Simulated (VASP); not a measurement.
# BaS (Pm-3m) in VASP: a series of runs, part 2 of 2

VASP 6.6.1. The steps go on from the part before.

### 3 Single point, PBE (volume changed by -10%)

The input, INCAR:

```
SYSTEM = BaS
ALGO     = Normal         ! electronic algorithm
EDIFF    = 1E-7           ! SCF threshold, eV
ENCUT    = 520            ! plane-wave cutoff, eV
GGA      = PE             ! functional
ISIF     = 2              ! what is computed and relaxed
ISMEAR   = 0              ! smearing method
LASPH    = .TRUE.         ! aspherical terms in the spheres
LCHARG   = .FALSE.        ! write CHGCAR
LREAL    = .FALSE.        ! projectors in reciprocal space
LWAVE    = .FALSE.        ! write WAVECAR
NBANDS   = 15             ! bands
NELM     = 100            ! most SCF steps
PREC     = Accurate       ! precision mode
SIGMA    = 0.01           ! smearing width, eV
```

The input, KPOINTS:

```
k-points
0
G
  4 4 4
  0 0 0
```

The input, POSCAR:

```
BaS
1.0
    3.7014529090      0.0000000000      0.0000000000
    0.0000000000      3.7014529090      0.0000000000
    0.0000000000      0.0000000000      3.7014529090
Ba S
1 1
Direct
    0.0000000000      0.0000000000      0.0000000000
    0.5000000000      0.5000000000      0.5000000000
```

Potentials or basis: VASP PAW PBE potentials, release 64 (Ba_sv, S).

The run is started by

```sh
$ cat potpaw_PBE.64/Ba_sv/POTCAR potpaw_PBE.64/S/POTCAR > POTCAR
$ mpirun -np 1 vasp_std > vasp.out
```

OUTCAR:

```text
SYSTEM = BaS
   EDIFF = 1E-7
   ENCUT = 520
   GGA = PE
   ISIF = 2
   ISMEAR = 0
   LASPH = .TRUE.
   LREAL = .FALSE.
   NELM = 100
   PREC = Accurate

 ion  position               nearest neighbor table
   1  0.000  0.000  0.000-   2 3.21   2 3.21   2 3.21   2 3.21   2 3.21   2 3.21   2 3.21   2 3.21

   2  0.500  0.500  0.500-   1 3.21   1 3.21   1 3.21   1 3.21   1 3.21   1 3.21   1 3.21   1 3.21

  LATTYP: Found a simple cubic cell.
 ALAT       =     3.7014529090

  Lattice vectors:

 A1 = (   3.7014529090,   0.0000000000,   0.0000000000)
 A2 = (   0.0000000000,   3.7014529090,   0.0000000000)
 A3 = (   0.0000000000,   0.0000000000,   3.7014529090)

Analysis of symmetry for initial positions (statically):
=====================================================================
 Subroutine PRICEL returns:
 Original cell was already a primitive cell.

 Routine SETGRP: Setting up the symmetry group for a
 simple cubic supercell.

 Subroutine GETGRP returns: Found 48 space group operations
 (whereof 48 operations were pure point group operations)
 out of a pool of 48 trial point group operations.

The static configuration has the point symmetry O_h .

Analysis of symmetry for dynamics (positions and initial velocities):
=====================================================================
 Subroutine PRICEL returns:
 Original cell was already a primitive cell.

 Routine SETGRP: Setting up the symmetry group for a
 simple cubic supercell.

 Subroutine GETGRP returns: Found 48 space group operations
 (whereof 48 operations were pure point group operations)
 out of a pool of 48 trial point group operations.

The dynamic configuration has the point symmetry O_h .

 Subroutine INISYM returns: Found 48 space group operations
 (whereof 48 operations are pure point group operations),
 and found     1 'primitive' translations

----------------------------------------------------------------------------------------

                                     Primitive cell

  volume of cell :      50.7127

  direct lattice vectors                    reciprocal lattice vectors
     3.701452909  0.000000000  0.000000000     0.270164183  0.000000000  0.000000000
     0.000000000  3.701452909  0.000000000     0.000000000  0.270164183  0.000000000
     0.000000000  0.000000000  3.701452909     0.000000000  0.000000000  0.270164183

  length of vectors
     3.701452909  3.701452909  3.701452909     0.270164183  0.270164183  0.270164183

  position of ions in fractional coordinates (direct lattice)
     0.000000000  0.000000000  0.000000000
     0.500000000  0.500000000  0.500000000

  ion indices of the primitive-cell ions
   primitive index   ion index
                 1           1
                 2           2

----------------------------------------------------------------------------------------

 KPOINTS: k-points

Automatic generation of k-mesh.
 Grid dimensions read from file:
[... 26 lines left out ...]
  0.500000  0.250000  0.000000     12.000000
  0.500000  0.500000  0.000000      3.000000
  0.250000  0.250000  0.250000      8.000000
  0.500000  0.250000  0.250000     12.000000
  0.500000  0.500000  0.250000      6.000000
  0.500000  0.500000  0.500000      1.000000
   k-points           NKPTS =     10   k-points in BZ     NKDIM =     10   number of bands    NBANDS=     15
   number of dos      NEDOS =    301   number of ions     NIONS =      2
   total plane-waves  NPLWV =  21952
   dimension x,y,z NGX =    28 NGY =   28 NGZ =   28
   dimension x,y,z NGXF=    56 NGYF=   56 NGZF=   56
   ions per type =               1   1
   NGX,Y,Z   is equivalent  to a cutoff of  12.58, 12.58, 12.58 a.u.
   NGXF,Y,Z  is equivalent  to a cutoff of  25.15, 25.15, 25.15 a.u.
 SYSTEM =  BaS
   PREC   = accura    normal or accurate (medium, high low for compatibility)
   ISTART =      0    job   : 0-new  1-cont  2-samecut
   ICHARG =      2    charge: 1-file 2-atom 10-const
   ISPIN  =      1    spin polarized calculation?
   LNONCOLLINEAR =      F non collinear calculations
   LSORBIT =      F    spin-orbit coupling
   LASPH  =      T    aspherical Exc in radial PAW
   ENCUT  =  520.0 eV  38.22 Ry    6.18 a.u.   6.88  6.88  6.88*2*pi/ulx,y,z
   NELM   =    100;   NELMIN=  2; NELMDL= -5     # of ELM steps
   EDIFF  = 0.1E-06   stopping-criterion for ELM
   LREAL  =      F    real-space projection
   EDIFFG = 0.1E-05   stopping-criterion for IOM
   NSW    =      0    number of steps for IOM
   IBRION =     -1    ionic relax: 0-MD 1-quasi-New 2-CG
   NFREE  =      0    steps in history (QN), initial steepest desc. (CG)
   ISIF   =      2    stress and relaxation
   ISYM   =      2    0-nonsym 1-usesym 2-fastsym
   POTIM  = 0.5000    time-step for ionic-motion
   TEBEG  =    0.0;   TEEND  =   0.0 temperature during run
   PSTRESS=    0.0 pullay stress
   NELECT =      16.0000    total number of electrons
   NUPDOWN=      -1.0000    fix difference up-down
   EMIN   =  10.00;   EMAX   =-10.00  energy-range for DOS
   EFERMI =   0.00;   METHOD = LEGACY
   ISMEAR =     0;   SIGMA  =   0.01  broadening in eV -4-tet -1-fermi 0-gaus
   EFERMI_NEDOS =   21; number of points for ismear=-14 and -15
   IALGO  =     38    algorithm
   IMIX   =      4    mixing-type and parameters
     AMIX     =   0.40;   BMIX     =  1.00
     AMIX_MAG =   1.60;   BMIX_MAG =  1.00
  volume/ion in A,a.u.               =      25.36       171.11
  Fermi-wavevector in a.u.,A,eV,Ry     =   1.114489  2.106080 16.899614  1.242087
  Thomas-Fermi vector in A             =   2.251085
   LORBIT       =      0    0 simple, 1 ext, 2 COOP (PROOUT), +10 PAW based schemes
   GGA     = PE    functional components
   LHFCALC =     F    Hartree Fock is set to
   AEXX    =    0.0000 exact exchange contribution
   IVDW    =     0    specifies the selected vdW correction
   LEPSILON=     F    determine dielectric tensor
   LRPA    =     F    only Hartree local field effects (RPA)
 non-spin polarized calculation
 Gauss-broadening in eV      SIGMA  =   0.01
  energy-cutoff  :      520.00
  volume of cell :       50.71
 maximum number of plane-waves:      1406
 NGX is ok and might be reduce to    28
   NGX = 13   NGY = 13   NGZ = 13

 number of electron      16.0000002 magnetization

 Free energy of the ion-electron system (eV)
  ---------------------------------------------------
  ext. energy  EPLUGINS =         0.00000000
  ---------------------------------------------------
  free energy    TOTEN  =        -9.57757546 eV

  energy without entropy =       -9.57757546  energy(sigma->0) =       -9.57757546

 E-fermi :   3.8285     XC(G=0):  -9.8786

 val. band max:        3.7545376120   @ k =   0.5000   0.5000   0.0000
 cond. band min:       4.9753503737   @ k =   0.0000   0.0000   0.0000
 fundamental gap:      1.2208127617
 Fermi energy:         3.8285165631

 k-point     1 :       0.0000    0.0000    0.0000
  band No.  band energies     occupation
      1     -23.2301      2.00000
      2      -7.9260      2.00000
      3      -7.9260      2.00000
      4      -7.9260      2.00000
      5      -7.5625      2.00000
      6       3.7189      2.00000
      7       3.7189      2.00000
      8       3.7189      2.00000
      9       4.9754      0.00000
     10       4.9754      0.00000
     11       8.4974      0.00000
     12      10.7081      0.00000
     13      10.7081      0.00000
     14      10.7081      0.00000
[... 149 lines left out ...]
      2      -8.7435      2.00000
      3      -8.7435      2.00000
      4      -8.7435      2.00000
      5      -6.6043      2.00000
      6       0.5386      2.00000
      7       0.5386      2.00000
      8       0.5386      2.00000
      9      11.8836      0.00000
     10      11.8836      0.00000
     11      11.8836      0.00000
     12      12.2550      0.00000
     13      12.2550      0.00000
     14      12.2550      0.00000
     15      13.7316      0.00000

------------------------ aborting loop because EDIFF is reached ----------------------------------------

  FORCE on cell =-STRESS in cart. coord.  units (eV):
  Direction    XX          YY          ZZ          XY          YZ          ZX
  --------------------------------------------------------------------------------------
  -------------------------------------------------------------------------------------
  Total        2.5260032      2.5260032      2.5260032     -0.0000000      0.0000000     -0.0000000
  in kB       79.8045762     79.8045762     79.8045762     -0.0000000      0.0000000     -0.0000000
  external PRESSURE =      79.8045762 kB  Pullay stress =       0.0000000 kB

 VOLUME and BASIS-vectors are now :
 -----------------------------------------------------------------------------
  energy-cutoff  :      520.00
  volume of cell :       50.71
      direct lattice vectors                 reciprocal lattice vectors
     3.701452909  0.000000000  0.000000000     0.270164183  0.000000000  0.000000000
     0.000000000  3.701452909  0.000000000     0.000000000  0.270164183  0.000000000
     0.000000000  0.000000000  3.701452909     0.000000000  0.000000000  0.270164183

 POSITION                                       TOTAL-FORCE (eV/Angst)
 -----------------------------------------------------------------------------------
      0.00000      0.00000      0.00000         0.000000      0.000000      0.000000
      1.85073      1.85073      1.85073         0.000000      0.000000      0.000000
 -----------------------------------------------------------------------------------
    total drift:                               -0.000000      0.000000      0.000000

  FREE ENERGIE OF THE ION-ELECTRON SYSTEM (eV)
  ---------------------------------------------------
  free  energy   TOTEN  =        -9.5775754557 eV

  energy  without entropy=       -9.5775754557  energy(sigma->0) =       -9.57757546
```

It took 14 s on 1 thread of Intel Xeon 8259CL, shared host; peak memory 0.16 GiB.

Results:

```yaml
Free_energy: -9.5776 eV
Pressure: 8.0 GPa
Band_gap_on_the_k_mesh: 1.22 eV, indirect (least direct gap 1.26 eV)
```

Levels at points of the mesh, in eV from the valence-band top:
| k point | band 6 | band 7 | band 8 | band 9 | band 10 | band 11 |
| --- | --- | --- | --- | --- | --- | --- |
| (0.00, 0.00, 0.00) | -0.04 | -0.04 | -0.04 | 1.22 | 1.22 | 4.74 |
| (0.50, 0.00, 0.00) | -3.19 | -0.87 | -0.87 | 2.42 | 6.39 | 6.69 |
| (0.50, 0.50, 0.00) | -1.37 | -1.37 | 0.00 | 2.24 | 3.55 | 4.41 |
| (0.50, 0.50, 0.50) | -3.22 | -3.22 | -3.22 | 8.13 | 8.13 | 8.13 |

Caveat: the k points lie up to 0.42 Å⁻¹ apart; the cell differs from its parent crystal (volume changed by -10%); spin-orbit coupling is left out, which moves the levels of the heavy elements.

### 4 Single point, PBE

This run uses another cell than the first one, of 28.17 Å³/atom, 1.053 times its volume.

The input, INCAR:

```
PREC = Accurate
ENCUT = 520
EDIFF = 1E-7
ISMEAR = 0
SIGMA = 0.01
LREAL = F
LASPH = T
NELM = 100
ALGO = Normal
ISIF = 2
LWAVE = F
LCHARG = F
GGA = PE
NBANDS = 15
```

The input, KPOINTS:

```
regular mesh
0
Gamma
  4 4 4
```

The input, POSCAR:

```
BaS
1.0
    3.8337582660      0.0000000000      0.0000000000
    0.0000000000      3.8337582660      0.0000000000
    0.0000000000      0.0000000000      3.8337582660
Ba S
1 1
Direct
    0.0000000000      0.0000000000      0.0000000000
    0.5000000000      0.5000000000      0.5000000000
```

The run is started by

```sh
$ cat potpaw_PBE.64/Ba_sv/POTCAR potpaw_PBE.64/S/POTCAR > POTCAR
$ mpirun -np 1 vasp_std > vasp.out
```

It took 17 s on 1 thread of Intel Xeon 8259CL, shared host; peak memory 0.16 GiB.

It converged, with:

| Property | Result |
| --- | --- |
| Free energy | -9.7308 eV |
| Pressure | 1.3 GPa |
| Band gap on the k mesh | 1.42 eV, indirect (least direct gap 1.53 eV) |

Levels at points of the mesh, in eV from the valence-band top:
```
           k point  band 6  band 7  band 8  band 9  band 10  band 11
(0.00, 0.00, 0.00)   -0.11   -0.11   -0.11    1.42     1.42     3.84
(0.50, 0.00, 0.00)   -2.92   -0.74   -0.74    2.45     6.07     6.49
(0.50, 0.50, 0.00)   -1.37   -1.37    0.00    2.19     3.33     4.32
(0.50, 0.50, 0.50)   -2.79   -2.79   -2.79    7.32     7.32     7.32
```

Caveat: spin-orbit coupling is left out, which moves the levels of the heavy elements.

### 5 Single point, PBE (volume changed by +5%)

The input, INCAR:

```
PREC     = Accurate       # precision mode
ENCUT    = 520            # plane-wave cutoff, eV
EDIFF    = 1E-6           # SCF threshold, eV
ISMEAR   = 0              # smearing method
SIGMA    = 0.01           # smearing width, eV
LREAL    = False          # projectors in reciprocal space
LASPH    = True           # aspherical terms in the spheres
NELM     = 60             # most SCF steps
ALGO     = Normal         # electronic algorithm
ISIF     = 2              # what is computed and relaxed
LWAVE    = False          # write WAVECAR
LCHARG   = False          # write CHGCAR
GGA      = PE             # functional
NBANDS   = 15             # bands
```

The input, KPOINTS:

```
Automatic mesh
0
Gamma
  4 4 4
```

The input, POSCAR:

```
BaS
1.0
    3.8966179345      0.0000000000      0.0000000000
    0.0000000000      3.8966179345      0.0000000000
    0.0000000000      0.0000000000      3.8966179345
Ba S
1 1
Direct
    0.0000000000      0.0000000000      0.0000000000
    0.5000000000      0.5000000000      0.5000000000
```

The run is started by

```sh
$ cat potpaw_PBE.64/Ba_sv/POTCAR potpaw_PBE.64/S/POTCAR > POTCAR
$ mpirun -np 1 vasp_std > vasp.out
```

It took 18 s on 1 thread of Intel Xeon 8259CL, shared host; peak memory 0.16 GiB.

It converged, with:

```yaml
Free_energy: -9.7333 eV
Pressure: -0.9 GPa
Band_gap_on_the_k_mesh: 1.49 eV, indirect (least direct gap 1.63 eV)
```

Levels at points of the mesh, in eV from the valence-band top:
```tsv
k point	band 4	band 5	band 6	band 7	band 8	band 9	band 10	band 11	band 12	band 13
(0.00, 0.00, 0.00)	-12.11	-10.96	-0.13	-0.13	-0.13	1.49	1.49	3.47	6.33	6.33
(0.50, 0.00, 0.00)	-12.01	-9.94	-2.79	-0.68	-0.68	2.44	5.79	6.52	6.72	6.72
(0.50, 0.50, 0.00)	-11.92	-10.56	-1.36	-1.36	0.00	2.16	3.23	4.26	4.26	8.43
(0.50, 0.50, 0.50)	-12.66	-10.23	-2.60	-2.60	-2.60	6.97	6.97	6.97	7.46	7.46
```

Caveat: the cell differs from its parent crystal (volume changed by +5%); spin-orbit coupling is left out, which moves the levels of the heavy elements.

### 6 Single point, PBE (volume changed by +10%)

The input, INCAR:

```
PREC = Accurate
ENCUT = 520
EDIFF = 1E-7
ISMEAR = 0
SIGMA = 0.01
LREAL = False
LASPH = True
NELM = 60
ALGO = Normal
ISIF = 2
LWAVE = False
LCHARG = False
GGA = PE
NBANDS = 15
```

KPOINTS is that of step 5.

The input, POSCAR:

```
BaS
1.0
    3.9575124255      0.0000000000      0.0000000000
    0.0000000000      3.9575124255      0.0000000000
    0.0000000000      0.0000000000      3.9575124255
Ba S
1 1
Direct
    0.0000000000      0.0000000000      0.0000000000
    0.5000000000      0.5000000000      0.5000000000
```

Potentials or basis: VASP PAW PBE potentials, release 64 (Ba_sv, S).

The run is started by

```sh
$ cat potpaw_PBE.64/Ba_sv/POTCAR potpaw_PBE.64/S/POTCAR > POTCAR
$ mpirun -np 1 vasp_std > vasp.out
```

It took 22 s on 1 thread of Intel Xeon 8259CL, shared host; peak memory 0.17 GiB.

It converged, with:

```
Free energy            : -9.7013 eV
Pressure               : -2.7 GPa
Band gap on the k mesh : 1.55 eV, indirect (least direct gap 1.70 eV)
```

Levels at points of the mesh, in eV from the valence-band top:
```tsv
k point	band 6	band 7	band 8	band 9	band 10	band 11
(0.00, 0.00, 0.00)	-0.15	-0.15	-0.15	1.55	1.55	3.15
(0.50, 0.00, 0.00)	-2.68	-0.64	-0.64	2.44	5.54	6.45
(0.50, 0.50, 0.00)	-1.34	-1.34	0.00	2.13	3.14	4.20
(0.50, 0.50, 0.50)	-2.44	-2.44	-2.44	6.65	6.65	6.65
```

Caveat: the cell differs from its parent crystal (volume changed by +10%); spin-orbit coupling is left out, which moves the levels of the heavy elements. A k mesh can miss the band edges.

### 7 The runs side by side

| cell | gap on the mesh (eV) | pressure (GPa) |
| --- | --- | --- |
| a = 3.769 Å, 2 atoms | 1.33 | 4.2 |
| a = 3.701 Å, 2 atoms | 1.22 | 8.0 |
| a = 3.834 Å, 2 atoms | 1.42 | 1.3 |
| a = 3.897 Å, 2 atoms | 1.49 | -0.9 |
| a = 3.958 Å, 2 atoms | 1.55 | -2.7 |

Alike in all rows: task single point; level PBE; potentials or basis VASP PAW PBE potentials, release 64 (Ba_sv, S); no spin polarisation; k mesh 4 × 4 × 4; cutoff (eV) 520; smearing gaussian 0.01 eV.

Caveats: some runs use coarse meshes; spin-orbit coupling is left out, which moves the levels of the heavy elements.

Absolute energies hang on the potentials; compare differences alone.
